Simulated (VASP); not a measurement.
# CdS (P1) in VASP: a series of runs

CdS is run at these levels: PBE; tasks: single point.

All numbers are computed with VASP 6.6.1; they aren't measurements. Logs are shortened: lines on timing, memory, paths and dates and some standing lists are left out, and cuts for length are marked.

## Step 1: The cell of the first run

The typed cell holds 16 atoms: a = 8.496 Å, b = 8.496 Å, c = 8.496 Å, α = 60.00°, β = 60.00°, γ = 60.00°.

## Step 2: Single point, PBE

INCAR

```
  PREC = Accurate
  ENCUT = 400
  EDIFF = 1E-6
  ISMEAR = -1
  SIGMA = 0.2241
  LREAL = Auto
  LASPH = True
  NELM = 120
  ALGO = Normal
  ISIF = 2
  LWAVE = False
  LCHARG = False
  GGA = PE
  NBANDS = 86
  GGA_COMPAT = False
  ISYM = -1
```

KPOINTS

```
explicit points
4
Reciprocal
  0.25000000   0.25000000   0.25000000 2
  0.25000000   0.25000000   0.75000000 2
  0.25000000   0.75000000   0.25000000 2
  0.25000000   0.75000000   0.75000000 2
```

POSCAR

```
CdS
1.0
    0.0000000000      6.0078702720     -6.0078702720
   -6.0078702720      0.0000000000     -6.0078702720
   -6.0078702720      6.0078702720      0.0000000000
Cd S
8 8
Direct
    0.4900709181      0.5202951060     -0.0109280822
    0.0404512729      0.4755855021      0.0091303569
    0.4941010484     -0.0450544016      0.0166107115
   -0.0285749346      0.0411842282      0.0015327395
    0.5185841003      0.5304778325      0.4738351314
   -0.0113611807      0.5018458062      0.4943676154
    0.4755102675      0.0331701570      0.5274761033
   -0.0020614626     -0.0199646455      0.5061613954
    0.8757241355      0.3554793801      0.3567575369
    0.3704817846      0.3816160130      0.3931435589
    0.9385217631      0.8569367791      0.3417944974
    0.3801546799      0.8695770320      0.4337403909
    0.8277791089      0.3505810553      0.8142388698
    0.3829576698      0.3565514738      0.8482436819
    0.9240110470      0.8304184801      0.8717873827
    0.3819977623      0.8672124670      0.8765269158
```

Potentials or basis: VASP PAW PBE potentials, release 64 (Cd, S).

Launch:

```console
$ cat potpaw_PBE.64/Cd/POTCAR potpaw_PBE.64/S/POTCAR > POTCAR
$ mpirun -np 1 vasp_std > vasp.out
```

OUTCAR:

```text
PREC = Accurate
   ENCUT = 400
   EDIFF = 1E-6
   ISMEAR = -1
   LREAL = Auto
   LASPH = True
   NELM = 120
   ISIF = 2
   GGA = PE
   ISYM = -1

 ion  position               nearest neighbor table
   1  0.490  0.520  0.989-  16 2.41  13 2.50  10 2.81  14 2.87
   2  0.040  0.476  0.009-  14 2.41   9 2.45  15 2.47
   3  0.494  0.955  0.017-  16 2.37  14 2.80  12 2.95  15 2.99   5 3.77
   4  0.971  0.041  0.002-  13 2.34  11 2.45  15 2.78  16 2.86
   5  0.519  0.530  0.474-  12 2.41   9 2.52  14 2.64  10 2.64   3 3.77
   6  0.989  0.502  0.494-  13 2.34  11 2.51  10 2.66   9 2.76
   7  0.476  0.033  0.527-  10 2.42  16 2.45  12 2.47  11 3.24
   8  0.998  0.980  0.506-  11 2.45  15 2.56   9 2.61  12 2.71
   9  0.876  0.355  0.357-   2 2.45   5 2.52   8 2.61   6 2.76
  10  0.370  0.382  0.393-   7 2.42   5 2.64   6 2.66   1 2.81
  11  0.939  0.857  0.342-   4 2.45   8 2.45   6 2.51   7 3.24
  12  0.380  0.870  0.434-   5 2.41   7 2.47   8 2.71   3 2.95
  13  0.828  0.351  0.814-   6 2.34   4 2.34   1 2.50
  14  0.383  0.357  0.848-   2 2.41   5 2.64   3 2.80   1 2.87
  15  0.924  0.830  0.872-   2 2.47   8 2.56   4 2.78   3 2.99
  16  0.382  0.867  0.877-   3 2.37   1 2.41   7 2.45   4 2.86

IMPORTANT INFORMATION: All symmetrisations will be switched off!
NOSYMM: (Re-)initialisation of all symmetry stuff for point group C_1.

----------------------------------------------------------------------------------------

                                     Primitive cell

  volume of cell :     433.7022

  direct lattice vectors                    reciprocal lattice vectors
     0.000000000  6.007870272 -6.007870272     0.083224167  0.083224167 -0.083224167
    -6.007870272  0.000000000 -6.007870272    -0.083224167 -0.083224167 -0.083224167
    -6.007870272  6.007870272  0.000000000    -0.083224167  0.083224167  0.083224167

  length of vectors
     8.496411620  8.496411620  8.496411620     0.144148486  0.144148486  0.144148486

  position of ions in fractional coordinates (direct lattice)
     0.490070918  0.520295106  0.989071918
     0.040451273  0.475585502  0.009130357
     0.494101048  0.954945598  0.016610712
     0.971425065  0.041184228  0.001532739
     0.518584100  0.530477832  0.473835131
     0.988638819  0.501845806  0.494367615
[... 8 lines left out ...]
     0.924011047  0.830418480  0.871787383
     0.381997762  0.867212467  0.876526916

  ion indices of the primitive-cell ions
   primitive index   ion index
                 1           1
                 2           2
                 3           3
                 4           4
                 5           5
                 6           6
[... 8 lines left out ...]
                15          15
                16          16

----------------------------------------------------------------------------------------

 KPOINTS: explicit points

Read explicit list of k-points.

 Found      4 k-points:

 Following reciprocal coordinates:
            Coordinates               Weight
  0.250000  0.250000  0.250000      0.250000
  0.250000  0.250000  0.750000      0.250000
  0.250000  0.750000  0.250000      0.250000
  0.250000  0.750000  0.750000      0.250000
   k-points           NKPTS =      4   k-points in BZ     NKDIM =      4   number of bands    NBANDS=     86
   number of dos      NEDOS =    301   number of ions     NIONS =     16
   total plane-waves  NPLWV = 175616
   dimension x,y,z NGX =    56 NGY =   56 NGZ =   56
   dimension x,y,z NGXF=   112 NGYF=  112 NGZF=  112
   ions per type =               8   8
   NGX,Y,Z   is equivalent  to a cutoff of  10.96, 10.96, 10.96 a.u.
   NGXF,Y,Z  is equivalent  to a cutoff of  21.91, 21.91, 21.91 a.u.
 SYSTEM =  unknown system
   PREC   = accura    normal or accurate (medium, high low for compatibility)
   ISTART =      0    job   : 0-new  1-cont  2-samecut
   ICHARG =      2    charge: 1-file 2-atom 10-const
   ISPIN  =      1    spin polarized calculation?
   LNONCOLLINEAR =      F non collinear calculations
   LSORBIT =      F    spin-orbit coupling
   LASPH  =      T    aspherical Exc in radial PAW
   ENCUT  =  400.0 eV  29.40 Ry    5.42 a.u.  13.86 13.86 13.86*2*pi/ulx,y,z
   NELM   =    120;   NELMIN=  2; NELMDL= -5     # of ELM steps
   EDIFF  = 0.1E-05   stopping-criterion for ELM
   LREAL  =      T    real-space projection
   EDIFFG = 0.1E-04   stopping-criterion for IOM
   NSW    =      0    number of steps for IOM
   IBRION =     -1    ionic relax: 0-MD 1-quasi-New 2-CG
   NFREE  =      0    steps in history (QN), initial steepest desc. (CG)
   ISIF   =      2    stress and relaxation
   ISYM   =     -1    0-nonsym 1-usesym 2-fastsym
   POTIM  = 0.5000    time-step for ionic-motion
   TEBEG  =    0.0;   TEEND  =   0.0 temperature during run
   PSTRESS=    0.0 pullay stress
   NELECT =     144.0000    total number of electrons
   NUPDOWN=      -1.0000    fix difference up-down
   EMIN   =  10.00;   EMAX   =-10.00  energy-range for DOS
   EFERMI =   0.00;   METHOD = LEGACY
   ISMEAR =    -1;   SIGMA  =   0.22  broadening in eV -4-tet -1-fermi 0-gaus
   EFERMI_NEDOS =   21; number of points for ismear=-14 and -15
   IALGO  =     38    algorithm
   IMIX   =      4    mixing-type and parameters
     AMIX     =   0.40;   BMIX     =  1.00
     AMIX_MAG =   1.60;   BMIX_MAG =  1.00
  volume/ion in A,a.u.               =      27.11       182.92
  Fermi-wavevector in a.u.,A,eV,Ry     =   1.133614  2.142219 17.484578  1.285080
  Thomas-Fermi vector in A             =   2.270317
   LORBIT       =      0    0 simple, 1 ext, 2 COOP (PROOUT), +10 PAW based schemes
   GGA     = PE    functional components
   LHFCALC =     F    Hartree Fock is set to
   AEXX    =    0.0000 exact exchange contribution
   IVDW    =     0    specifies the selected vdW correction
   LEPSILON=     F    determine dielectric tensor
   LRPA    =     F    only Hartree local field effects (RPA)
 non-spin polarized calculation
  energy-cutoff  :      400.00
  volume of cell :      433.70
 maximum number of plane-waves:      7884
 NGX is ok and might be reduce to    56
   NGX = 27   NGY = 27   NGZ = 27

 number of electron     144.0000016 magnetization

 Free energy of the ion-electron system (eV)
  ---------------------------------------------------
  ext. energy  EPLUGINS =         0.00000000
  ---------------------------------------------------
  free energy    TOTEN  =       -46.12163292 eV

  energy without entropy =      -46.04827516  energy(sigma->0) =      -46.08495404

 E-fermi :   1.6681     XC(G=0):  -8.7495

 val. band max:        0.6541685479   @ k =   0.2500   0.2500   0.2500
 cond. band min:       2.2953383825   @ k =   0.2500   0.2500   0.2500
 fundamental gap:      1.6411698346
 Fermi energy:         1.6681178233

 k-point     1 :       0.2500    0.2500    0.2500
  band No.  band energies     occupation
      1     -11.7743      2.00000
      2     -11.3880      2.00000
      3     -11.1428      2.00000
      4     -10.9994      2.00000
      5     -10.9550      2.00000
      6     -10.9071      2.00000
[... 76 lines left out ...]
     83       5.4315      0.00000
     84       6.4041      0.00000

 k-point     2 :       0.2500    0.2500    0.7500
  band No.  band energies     occupation
      1     -11.7557      2.00000
      2     -11.3240      2.00000
      3     -11.1717      2.00000
      4     -11.0270      2.00000
      5     -10.9700      2.00000
      6     -10.9115      2.00000
[... 76 lines left out ...]
     83       5.6910      0.00000
     84       6.0236      0.00000

 k-point     3 :       0.2500    0.7500    0.2500
  band No.  band energies     occupation
      1     -11.7507      2.00000
      2     -11.3441      2.00000
      3     -11.1254      2.00000
      4     -11.0649      2.00000
      5     -10.9866      2.00000
      6     -10.8961      2.00000
[... 76 lines left out ...]
     83       5.7823      0.00000
     84       6.0472      0.00000

 k-point     4 :       0.2500    0.7500    0.7500
  band No.  band energies     occupation
      1     -11.7538      2.00000
      2     -11.3884      2.00000
      3     -11.0860      2.00000
      4     -11.0488      2.00000
      5     -10.9843      2.00000
      6     -10.9018      2.00000
[... 76 lines left out ...]
     83       5.8158      0.00000
     84       5.9553      0.00000
 [bands above 84 left out]

------------------------ aborting loop because EDIFF is reached ----------------------------------------

  FORCE on cell =-STRESS in cart. coord.  units (eV):
  Direction    XX          YY          ZZ          XY          YZ          ZX
  --------------------------------------------------------------------------------------
  -------------------------------------------------------------------------------------
  Total        0.6813567      1.3763697      1.9084096      1.1003871      3.4118046      1.3834001
  in kB        2.5170593      5.0845679      7.0500232      4.0650363     12.6038464      5.1105394
  external PRESSURE =       4.8838835 kB  Pullay stress =       0.0000000 kB

 VOLUME and BASIS-vectors are now :
 -----------------------------------------------------------------------------
  energy-cutoff  :      400.00
  volume of cell :      433.70
      direct lattice vectors                 reciprocal lattice vectors
     0.000000000  6.007870272 -6.007870272     0.083224167  0.083224167 -0.083224167
    -6.007870272  0.000000000 -6.007870272    -0.083224167 -0.083224167 -0.083224167
    -6.007870272  6.007870272  0.000000000    -0.083224167  0.083224167  0.083224167

 POSITION                                       TOTAL-FORCE (eV/Angst)
 -----------------------------------------------------------------------------------
     -9.06808      8.88650     -6.07015         0.531628      0.421749      1.223763
     -2.91211      0.29788     -3.10028         0.044332     -0.299950      0.056405
     -5.83698      3.06829     -8.70568        -1.066992      1.114512     -1.371453
     -0.25664      5.84540     -6.08363         1.011584      0.646118      0.549966
     -6.03378      5.96233     -6.30263         0.310316      0.314806      0.786218
     -5.98512      8.90971     -8.95464         0.944477     -0.424608     -1.038884
[... 8 lines left out ...]
    -10.22663     10.78892    -10.54039        -1.013663     -0.880068      0.261844
    -10.47616      7.56105     -7.50509        -0.426781     -0.681133      0.513374
 -----------------------------------------------------------------------------------
    total drift:                               -0.001299     -0.003554      0.001173

  FREE ENERGIE OF THE ION-ELECTRON SYSTEM (eV)
  ---------------------------------------------------
  free  energy   TOTEN  =       -46.1216329170 eV

  energy  without entropy=      -46.0482751555  energy(sigma->0) =      -46.08495404
```

Wall time 2.7 min (1 thread of Intel Xeon 6975P-C (Granite Rapids), shared host); peak memory 0.42 GiB.

Results:

```
Free energy            : -46.1216 eV
Pressure               : 0.5 GPa
Largest force          : 2.064 eV/Å
Band gap on the k mesh : 1.64 eV
```

Forces on the atoms (eV/Å):
```
Cd   0.532  0.422  1.224
Cd   0.044 -0.300  0.056
Cd  -1.067  1.115 -1.371
Cd   1.012  0.646  0.550
Cd   0.310  0.315  0.786
Cd   0.944 -0.425 -1.039
Cd   0.624  0.172 -0.524
Cd  -0.393  0.573 -0.290
S   -0.104  0.448 -0.078
S    0.201 -0.841 -0.721
S   -0.412 -0.456  0.671
S    0.683 -1.462 -0.421
S   -1.133  0.293  0.314
S    0.200  1.061  0.067
S   -1.014 -0.880  0.262
S   -0.427 -0.681  0.513
```

Levels at points of the mesh, in eV from the valence-band top:
```
           k point  band 69  band 70  band 71  band 72  band 73  band 74  band 75  band 76
(0.25, 0.25, 0.25)    -0.50    -0.30    -0.06     0.00     1.64     2.66     2.99     3.20
```

Caveat: the atoms stand as in a frame of molecular dynamics; a shifted mesh leaves out Γ, where band edges can lie; forces of over 1 eV/Å act on the atoms, so gaps and moduli don't describe the material at rest. A k mesh can miss the band edges.

[end of part 1 of 2]
